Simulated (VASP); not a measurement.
Set up this calculation in VASP 6.6.1, as the native input.

```
Task                   : single point
Functional             : PBE
Dispersion             : D3(BJ)
Potentials or basis    : VASP PAW PBE potentials, release 64 (Si, O)
Cutoff                 : 520 eV
k mesh                 : 2 × 2 × 2
Occupations            : fermi-dirac, width 0.02 eV
Spin                   : collinear spin, ferromagnetic start
Starting moments       : [0.0, 0.0, 0.0, 0.0, 0.0, 0.0, 0.0, 0.0, 0.0, 0.0, 0.0, 0.0, 0.0, 0.0, 0.0, 0.0, 1.0] μB
Dipole correction      : no
Further INCAR settings : ALGO = Normal; EDIFF = 1e-06; NBANDS = 53
```

The structure of Si16O (a cell with a defect) lies in POSCAR:

```
Si16O
1.0
    0.0000000000      5.4300000000      5.4300000000
    5.4300000000      0.0000000000      5.4300000000
    5.4300000000      5.4300000000      0.0000000000
Si O
16 1
Direct
    0.0134069982     -0.0552117864      0.0197974217
    0.1305801105      0.0592541436      0.1536187845
   -0.0322283610     -0.0109023941      0.5369060773
    0.1272283610      0.0899539595      0.6276335175
   -0.0604972376      0.4620257827      0.0880110497
    0.1029097606      0.5872007366      0.1652117864
   -0.0072651934      0.4584254144      0.5377071823
    0.0801657459      0.6171454880      0.6735727440
    0.4979465930     -0.0141528545      0.0004511971
    0.6472191529      0.1127071823      0.0615469613
    0.4948526703     -0.0077992634      0.4583885820
    0.6181767956      0.0760405157      0.6346777164
    0.4874033149      0.4564088398      0.0339042357
    0.5329373849      0.6174125230      0.1942633517
    0.4653222836      0.4142357274      0.6263167587
    0.6033885820      0.6154143646      0.6420441989
    0.2891344383      0.7632965009      0.3381952118
```

These files were run (other wordings do the same):

INCAR

```
PREC = Accurate
ENCUT = 520
EDIFF = 1E-6
ISMEAR = -1
SIGMA = 0.02
LREAL = False
LASPH = True
NELM = 200
ALGO = Normal
ISIF = 2
LWAVE = False
LCHARG = False
ISPIN = 2
MAGMOM = 0 0 0 0 0 0 0 0 0 0 0 0 0 0 0 0 1
LORBIT = 11
GGA = PE
IVDW = 12
NBANDS = 53
GGA_COMPAT = False
```

KPOINTS

```
Automatic mesh
0
Gamma
  2 2 2
```

Potentials or basis: VASP PAW PBE potentials, release 64 (Si, O).

Command:

```sh
$ cat potpaw_PBE.64/Si/POTCAR potpaw_PBE.64/O/POTCAR > POTCAR
$ mpirun -np 1 vasp_std > vasp.out
```

It gave:

* Pressure: 1.0 GPa
* Largest force: 2.938 eV/Å
* Band gap on the k mesh: 0.11 eV
* Net moment: 0.00 μB per cell
* Valence electrons inside the program's atomic spheres: Si 1.70, 1.62, 1.73, 1.71, 1.61, 1.72, 1.68, 1.59, 1.74, 1.65, 1.60 (each value once); O 5.00
* Dispersion energy per atom: -0.310 eV

Caveat: the k points lie up to 0.50 Å⁻¹ apart; the atoms stand as in a frame of molecular dynamics.

It took 9.1 min on 1 thread of AMD EPYC 9755 128-Core Processor (shared host), peak memory 0.71 GiB.
